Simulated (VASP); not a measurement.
# Mo (Im-3m) in VASP: notebook, part 2 of 2

VASP 6.6.1. Earlier steps stand in the parts before.

### 4 Single point, RPBE

This run uses another cell than the first one, of 15.89 Å³/atom, 0.943 times its volume.

The input, INCAR:

```
PREC = Accurate
ENCUT = 520
EDIFF = 1E-7
ISMEAR = -1
SIGMA = 0.05
LREAL = F
LASPH = T
NELM = 60
ALGO = Normal
ISIF = 2
LWAVE = F
LCHARG = T
GGA = RP
LELF = T
LVHAR = T
NBANDS = 13
```

The input, KPOINTS:

```
Automatic mesh
0
Gamma
  12 12 12
```

The input, POSCAR:

```
Mo
1.0
   -1.5838089719      1.5838089719      1.5838089719
    1.5838089719     -1.5838089719      1.5838089719
    1.5838089719      1.5838089719     -1.5838089719
Mo
1
Direct
    0.0000000000      0.0000000000      0.0000000000
```

The run is started by

```
cat potpaw_PBE.64/Mo_sv/POTCAR > POTCAR
mpirun -np 1 vasp_std > vasp.out
```

Run time: 5.2 s. Hardware: 1 thread of Intel Xeon 6975P-C (Granite Rapids), shared host; peak memory 0.13 GiB.

It converged, with:

```yaml
Free_energy: -10.3762 eV
Pressure: 2.1 GPa
Band_gap_on_the_k_mesh: zero (band 7 reaches 16.28 eV, above the bottom of band 8 at 11.07 eV)
```

Levels at points of the mesh, in eV from the Fermi level:
| k point | band 4 | band 5 | band 6 | band 7 | band 8 | band 9 | band 10 | band 11 |
| --- | --- | --- | --- | --- | --- | --- | --- | --- |
| (0.00, 0.00, 0.00) | -34.55 | -7.12 | -1.29 | -1.29 | -1.29 | 1.68 | 1.68 | 14.84 |
| (0.50, 0.00, 0.00) | -34.56 | -5.17 | -3.28 | 1.61 | 1.70 | 2.32 | 4.66 | 11.45 |
| (0.50, 0.50, 0.50) | -35.47 | -5.26 | -5.26 | 3.92 | 3.92 | 3.92 | 8.99 | 8.99 |

Caveat: the PAW data sets were made with another functional, which shifts forces and pressure a little.

### 5 Single point, PBE, non-collinear spin, zero start, spin-orbit coupling

This run uses another cell than the first one, of 15.89 Å³/atom, 0.943 times its volume.

The input, INCAR:

```
PREC     = Accurate       # precision mode
ENCUT    = 520            # plane-wave cutoff, eV
EDIFF    = 1E-7           # SCF threshold, eV
ISMEAR   = -1             # smearing method
SIGMA    = 0.05           # smearing width, eV
LREAL    = F              # projectors in reciprocal space
LASPH    = T              # aspherical terms in the spheres
NELM     = 150            # most SCF steps
ALGO     = Normal         # electronic algorithm
ISIF     = 2              # what is computed and relaxed
LWAVE    = F              # write WAVECAR
LCHARG   = F              # write CHGCAR
MAGMOM   = 0 0 0          # initial moments
LORBIT   = 11             # projections on sites
LSORBIT  = T              # spin-orbit coupling
GGA_COMPAT= F            
LORBMOM  = T            
LMAXMIX  = 4              # l up to which the mixer works
GGA      = PE             # functional
NBANDS   = 25             # bands
```

The input, KPOINTS:

```
Automatic mesh
0
Gamma
  9 9 9
```

POSCAR is that of step 4.

Potentials or basis: VASP PAW PBE potentials, release 64 (Mo_sv).

The run is started by

```
cat potpaw_PBE.64/Mo_sv/POTCAR > POTCAR
mpirun -np 1 vasp_ncl > vasp.out
```

OUTCAR:

```text
PREC = Accurate
   ENCUT = 520
   EDIFF = 1E-7
   ISMEAR = -1
   LREAL = F
   LASPH = T
   NELM = 150
   ISIF = 2
   LORBIT = 11
   LSORBIT = T
   GGA = PE

 ion  position               nearest neighbor table
   1  0.000  0.000  0.000-

  LATTYP: Found a body centered cubic cell.
 ALAT       =     3.1676179438

  Lattice vectors:

 A1 = (  -1.5838089719,   1.5838089719,   1.5838089719)
 A2 = (   1.5838089719,  -1.5838089719,   1.5838089719)
 A3 = (   1.5838089719,   1.5838089719,  -1.5838089719)

Analysis of symmetry for initial positions (statically):
=====================================================================
 Subroutine PRICEL returns:
 Original cell was already a primitive cell.

 Routine SETGRP: Setting up the symmetry group for a
 body centered cubic supercell.

 Subroutine GETGRP returns: Found 48 space group operations
 (whereof 48 operations were pure point group operations)
 out of a pool of 48 trial point group operations.

The static configuration has the point symmetry O_h .

Analysis of symmetry for dynamics (positions and initial velocities):
=====================================================================
 Subroutine PRICEL returns:
 Original cell was already a primitive cell.

 Routine SETGRP: Setting up the symmetry group for a
 body centered cubic supercell.

 Subroutine GETGRP returns: Found 48 space group operations
 (whereof 48 operations were pure point group operations)
 out of a pool of 48 trial point group operations.

The dynamic configuration has the point symmetry O_h .

Analysis of structural, dynamic, and magnetic symmetry:
=====================================================================
 Subroutine PRICEL returns:
 Original cell was already a primitive cell.

 Routine SETGRP: Setting up the symmetry group for a
 body centered cubic supercell.

 Subroutine GETGRP returns: Found 48 space group operations
 (whereof 48 operations were pure point group operations)
[... 837 lines left out ...]
  Total       -0.1436857     -0.1436857     -0.1436857      0.0000000     -0.0000000      0.0000000
  in kB      -14.4862413    -14.4862413    -14.4862413      0.0000000     -0.0000000      0.0000000
  external PRESSURE =     -14.4862413 kB  Pullay stress =       0.0000000 kB

 VOLUME and BASIS-vectors are now :
 -----------------------------------------------------------------------------
  energy-cutoff  :      520.00
  volume of cell :       15.89
      direct lattice vectors                 reciprocal lattice vectors
    -1.583808972  1.583808972  1.583808972     0.000000000  0.315694638  0.315694638
     1.583808972 -1.583808972  1.583808972     0.315694638  0.000000000  0.315694638
     1.583808972  1.583808972 -1.583808972     0.315694638  0.315694638  0.000000000

 POSITION                                       TOTAL-FORCE (eV/Angst)
 -----------------------------------------------------------------------------------
      0.00000      0.00000      0.00000         0.000000      0.000000      0.000000
 -----------------------------------------------------------------------------------
    total drift:                                0.000000     -0.000000      0.000000

  FREE ENERGIE OF THE ION-ELECTRON SYSTEM (eV)
  ---------------------------------------------------
  free  energy   TOTEN  =       -11.0555279186 eV

  energy  without entropy=      -11.0498706673  energy(sigma->0) =      -11.05269929

 orbital moment (x)

 # of ion     p       d       tot
 ----------------------------------------
  1         0.000   0.000   0.000
 ----------------------------------------
            0.000   0.000   0.000

 orbital moment (y)

 # of ion     p       d       tot
 ----------------------------------------
  1         0.000  -0.000  -0.000
 ----------------------------------------
            0.000  -0.000  -0.000

 orbital moment (z)

 # of ion     p       d       tot
 ----------------------------------------
  1         0.000   0.000   0.000
 ----------------------------------------
            0.000   0.000   0.000

 Spin-Orbit-Coupling matrix elements

 Ion:    1  E_soc:     -0.2055213
 l=   1
     0.0000000    -0.0300667    -0.0300667
    -0.0300667     0.0000000    -0.0300667
    -0.0300667    -0.0300667     0.0000000
 l=   2
     0.0000000    -0.0010586     0.0000000    -0.0010586    -0.0031283
    -0.0010586     0.0000000    -0.0023463    -0.0010586    -0.0007821
     0.0000000    -0.0023463     0.0000000    -0.0023463     0.0000000
    -0.0010586    -0.0010586    -0.0023463     0.0000000    -0.0007821
    -0.0031283    -0.0007821     0.0000000    -0.0007821     0.0000000
 l=   3
     0.0000000     0.0000000     0.0000000     0.0000000     0.0000000     0.0000000     0.0000000
     0.0000000     0.0000000     0.0000000     0.0000000     0.0000000     0.0000000     0.0000000
     0.0000000     0.0000000     0.0000000     0.0000000     0.0000000     0.0000000     0.0000000
     0.0000000     0.0000000     0.0000000     0.0000000     0.0000000     0.0000000     0.0000000
     0.0000000     0.0000000     0.0000000     0.0000000     0.0000000     0.0000000     0.0000000
     0.0000000     0.0000000     0.0000000     0.0000000     0.0000000     0.0000000     0.0000000
     0.0000000     0.0000000     0.0000000     0.0000000     0.0000000     0.0000000     0.0000000

 total charge

# of ion       s       p       d       tot
------------------------------------------
    1        2.377   6.201   3.887  12.465

 magnetization (x)

# of ion       s       p       d       tot
------------------------------------------
    1        0.000  -0.000   0.000  -0.000

 magnetization (y)

# of ion       s       p       d       tot
------------------------------------------
    1        0.000   0.000   0.000   0.000

 magnetization (z)

# of ion       s       p       d       tot
------------------------------------------
    1        0.000   0.000   0.000   0.000
```

OSZICAR:

```text
N       E                     dE             d eps       ncg     rms          rms(c)
DAV:   1     0.137147624631E+03    0.13715E+03   -0.80814E+03  1750   0.116E+03
DAV:   2    -0.905045993990E+01   -0.14620E+03   -0.14100E+03  2031   0.381E+02
DAV:   3    -0.117183767905E+02   -0.26679E+01   -0.26416E+01  1966   0.523E+01
DAV:   4    -0.117279904186E+02   -0.96136E-02   -0.96126E-02  2001   0.347E+00
DAV:   5    -0.117280653716E+02   -0.74953E-04   -0.74954E-04  1939   0.274E-01    0.142E+01
DAV:   6    -0.111373479036E+02    0.59072E+00   -0.79174E-01  1818   0.110E+01    0.377E+00
DAV:   7    -0.110595329799E+02    0.77815E-01   -0.14995E-01  1962   0.449E+00    0.107E+00
DAV:   8    -0.110558714444E+02    0.36615E-02   -0.23826E-03  1859   0.609E-01    0.814E-01
DAV:   9    -0.110555017338E+02    0.36971E-03   -0.68390E-04  1883   0.341E-01    0.126E-01
DAV:  10    -0.110555217765E+02   -0.20043E-04   -0.78489E-06  1976   0.343E-02    0.736E-02
DAV:  11    -0.110555283314E+02   -0.65549E-05   -0.63973E-06  1798   0.289E-02    0.617E-03
DAV:  12    -0.110555279925E+02    0.33886E-06   -0.14960E-07  2031   0.472E-03    0.206E-03
DAV:  13    -0.110555279186E+02    0.73879E-07   -0.30322E-09   951   0.698E-04
   1 F= -.11055528E+02 E0= -.11052699E+02  d E =-.565725E-02  mag=    -0.0000    -0.0000     0.0000
```

stdout:

```text
POSCAR found type information on POSCAR Mo
 POSCAR found :  1 types and       1 ions
 scaLAPACK will be used
 LDA part: xc-table for (Slater+PW92), standard interpolation
 POSCAR, INCAR and KPOINTS ok, starting setup
 FFT: planning ... GRIDC
 FFT: planning ... GRID_SOFT
 FFT: planning ... GRID
 WAVECAR not read
 entering main loop
```

Wall time 12 s (1 thread of Intel Xeon 6975P-C (Granite Rapids), shared host); peak memory 0.16 GiB.

Results:

```yaml
Free_energy: -11.0555 eV
Pressure: -1.4 GPa
Net_moment: 0.00 μB per cell
Valence_electrons_inside_the_program's_atomic_spheres: Mo 12.46
```

Moments on the atoms (μB; x, y, z):
```
Mo  0.00 0.00 0.00
```

### 6 Single point, PBEsol, non-collinear spin, zero start, spin-orbit coupling

This run uses another cell than the first one, of 15.89 Å³/atom, 0.943 times its volume.

The input, INCAR:

```
SYSTEM = Mo
PREC = Accurate
ENCUT = 520
EDIFF = 1E-7
ISMEAR = -1
SIGMA = 0.05
LREAL = .False.
LASPH = .True.
NELM = 150
ALGO = Normal
ISIF = 2
LWAVE = .False.
LCHARG = .False.
LNONCOLLINEAR = .True.
MAGMOM = 0 0 0
LORBIT = 11
LSORBIT = .True.
GGA_COMPAT = .False.
LORBMOM = .True.
LMAXMIX = 4
GGA = PS
NBANDS = 25
```

The input, KPOINTS:

```
Automatic mesh
0
Gamma
  9 9 9
  0 0 0
```

POSCAR is that of step 5.

Potentials or basis: VASP PAW PBE potentials, release 64 (Mo_sv).

The run is started by

```
cat potpaw_PBE.64/Mo_sv/POTCAR > POTCAR
mpirun -np 1 vasp_ncl > vasp.out
```

OUTCAR:

```text
SYSTEM = Mo
   PREC = Accurate
   ENCUT = 520
   EDIFF = 1E-7
   ISMEAR = -1
   LREAL = .False.
   LASPH = .True.
   NELM = 150
   ISIF = 2
   LNONCOLLINEAR = .True.
   LORBIT = 11
   LSORBIT = .True.
   GGA = PS

 ion  position               nearest neighbor table
   1  0.000  0.000  0.000-

  LATTYP: Found a body centered cubic cell.
 ALAT       =     3.1676179438

  Lattice vectors:

 A1 = (  -1.5838089719,   1.5838089719,   1.5838089719)
 A2 = (   1.5838089719,  -1.5838089719,   1.5838089719)
 A3 = (   1.5838089719,   1.5838089719,  -1.5838089719)

Analysis of symmetry for initial positions (statically):
=====================================================================
 Subroutine PRICEL returns:
 Original cell was already a primitive cell.

 Routine SETGRP: Setting up the symmetry group for a
 body centered cubic supercell.

 Subroutine GETGRP returns: Found 48 space group operations
 (whereof 48 operations were pure point group operations)
 out of a pool of 48 trial point group operations.

The static configuration has the point symmetry O_h .

Analysis of symmetry for dynamics (positions and initial velocities):
=====================================================================
 Subroutine PRICEL returns:
 Original cell was already a primitive cell.

 Routine SETGRP: Setting up the symmetry group for a
 body centered cubic supercell.

[... 877 lines left out ...]

 orbital moment (x)

 # of ion     p       d       tot
 ----------------------------------------
  1         0.000   0.000   0.000
 ----------------------------------------
            0.000   0.000   0.000

 orbital moment (y)

 # of ion     p       d       tot
 ----------------------------------------
  1         0.000   0.000   0.000
 ----------------------------------------
            0.000   0.000   0.000

 orbital moment (z)

 # of ion     p       d       tot
 ----------------------------------------
  1         0.000   0.000   0.000
 ----------------------------------------
            0.000   0.000   0.000

 Spin-Orbit-Coupling matrix elements

 Ion:    1  E_soc:     -0.2058108
 l=   1
     0.0000000    -0.0301631    -0.0301631
    -0.0301631     0.0000000    -0.0301631
    -0.0301631    -0.0301631     0.0000000
 l=   2
     0.0000000    -0.0010468     0.0000000    -0.0010468    -0.0030919
    -0.0010468     0.0000000    -0.0023189    -0.0010468    -0.0007730
     0.0000000    -0.0023189     0.0000000    -0.0023189     0.0000000
    -0.0010468    -0.0010468    -0.0023189     0.0000000    -0.0007730
    -0.0030919    -0.0007730     0.0000000    -0.0007730     0.0000000
 l=   3
     0.0000000     0.0000000     0.0000000     0.0000000     0.0000000     0.0000000     0.0000000
     0.0000000     0.0000000     0.0000000     0.0000000     0.0000000     0.0000000     0.0000000
     0.0000000     0.0000000     0.0000000     0.0000000     0.0000000     0.0000000     0.0000000
     0.0000000     0.0000000     0.0000000     0.0000000     0.0000000     0.0000000     0.0000000
     0.0000000     0.0000000     0.0000000     0.0000000     0.0000000     0.0000000     0.0000000
     0.0000000     0.0000000     0.0000000     0.0000000     0.0000000     0.0000000     0.0000000
     0.0000000     0.0000000     0.0000000     0.0000000     0.0000000     0.0000000     0.0000000

 total charge

# of ion       s       p       d       tot
------------------------------------------
    1        2.380   6.200   3.887  12.467

 magnetization (x)

# of ion       s       p       d       tot
------------------------------------------
    1        0.000   0.000   0.000   0.000

 magnetization (y)

# of ion       s       p       d       tot
------------------------------------------
    1        0.000  -0.000   0.000  -0.000

 magnetization (z)

# of ion       s       p       d       tot
------------------------------------------
    1        0.000   0.000   0.000   0.000
```

OSZICAR:

```text
N       E                     dE             d eps       ncg     rms          rms(c)
DAV:   1     0.135946006031E+03    0.13595E+03   -0.80675E+03  1750   0.116E+03
DAV:   2    -0.999910057085E+01   -0.14595E+03   -0.14074E+03  2031   0.380E+02
DAV:   3    -0.126636508993E+02   -0.26646E+01   -0.26386E+01  1974   0.522E+01
DAV:   4    -0.126731121411E+02   -0.94612E-02   -0.94602E-02  2001   0.344E+00
DAV:   5    -0.126731845416E+02   -0.72400E-04   -0.72399E-04  1955   0.270E-01    0.153E+01
DAV:   6    -0.119832152831E+02    0.68997E+00   -0.89727E-01  1818   0.116E+01    0.391E+00
DAV:   7    -0.118903744520E+02    0.92841E-01   -0.16092E-01  1946   0.456E+00    0.112E+00
DAV:   8    -0.118848073152E+02    0.55671E-02   -0.26328E-03  1875   0.643E-01    0.833E-01
DAV:   9    -0.118840715101E+02    0.73581E-03   -0.65885E-04  1924   0.327E-01    0.133E-01
DAV:  10    -0.118840864421E+02   -0.14932E-04   -0.77244E-06  1965   0.341E-02    0.796E-02
DAV:  11    -0.118840925865E+02   -0.61445E-05   -0.40749E-06  1806   0.220E-02    0.653E-03
DAV:  12    -0.118840923172E+02    0.26938E-06   -0.21138E-07  2007   0.564E-03    0.146E-03
DAV:  13    -0.118840922844E+02    0.32781E-07   -0.26734E-09   963   0.656E-04
   1 F= -.11884092E+02 E0= -.11881288E+02  d E =-.560795E-02  mag=    -0.0000     0.0000    -0.0000
```

stdout:

```text
POSCAR found type information on POSCAR Mo
 POSCAR found :  1 types and       1 ions
 scaLAPACK will be used
 -----------------------------------------------------------------------------
|                                                                             |
|                                                                             |
|     You enforced a specific xc type in the INCAR file but a different       |
|     I HOPE YOU KNOW WHAT YOU ARE DOING!                                     |
|                                                                             |
 -----------------------------------------------------------------------------

 LDA part: xc-table for (Slater+PW92), standard interpolation
 POSCAR, INCAR and KPOINTS ok, starting setup
 FFT: planning ... GRIDC
 FFT: planning ... GRID_SOFT
 FFT: planning ... GRID
 WAVECAR not read
 entering main loop
```

It took 12 s on 1 thread of Intel Xeon 6975P-C (Granite Rapids), shared host; peak memory 0.16 GiB.

Results:

| Item | Value |
| --- | --- |
| Free energy | -11.8841 eV |
| Pressure | -9.2 GPa |
| Net moment | 0.00 μB per cell |
| Valence electrons inside the program's atomic spheres | Mo 12.47 |

Moments on the atoms (μB; x, y, z):
```
Mo  0.00 0.00 0.00
```

Caveat: the PAW data sets were made with another functional, which shifts forces and pressure a little.

### 7 Overview

| level | spin | cell | k mesh | smearing | gap on the mesh (eV) | pressure (GPa) | moment (μB) |
| --- | --- | --- | --- | --- | --- | --- | --- |
| PBE | off | a = 2.797 Å, angles 109.5°, 1 atom | 12 × 12 × 12 | fermi-dirac 0.05 eV | none | -14.5 | - |
| PBE | off | a = 2.743 Å, angles 109.5°, 1 atom | 12 × 12 × 12 | gaussian 0.017 eV | none | -1.4 | - |
| RPBE | off | a = 2.743 Å, angles 109.5°, 1 atom | 12 × 12 × 12 | fermi-dirac 0.05 eV | none | 2.1 | - |
| PBE | non-collinear, zero start, SOC | a = 2.743 Å, angles 109.5°, 1 atom | 9 × 9 × 9 | fermi-dirac 0.05 eV | - | -1.4 | 0.00 |
| PBEsol | non-collinear, zero start, SOC | a = 2.743 Å, angles 109.5°, 1 atom | 9 × 9 × 9 | fermi-dirac 0.05 eV | - | -9.2 | 0.00 |

Alike in all rows: task single point; potentials or basis VASP PAW PBE potentials, release 64 (Mo_sv); cutoff (eV) 520.

Caveats: the PAW data sets were made with another functional, which shifts forces and pressure a little (some runs).

Absolute energies hang on the potentials; compare differences alone.
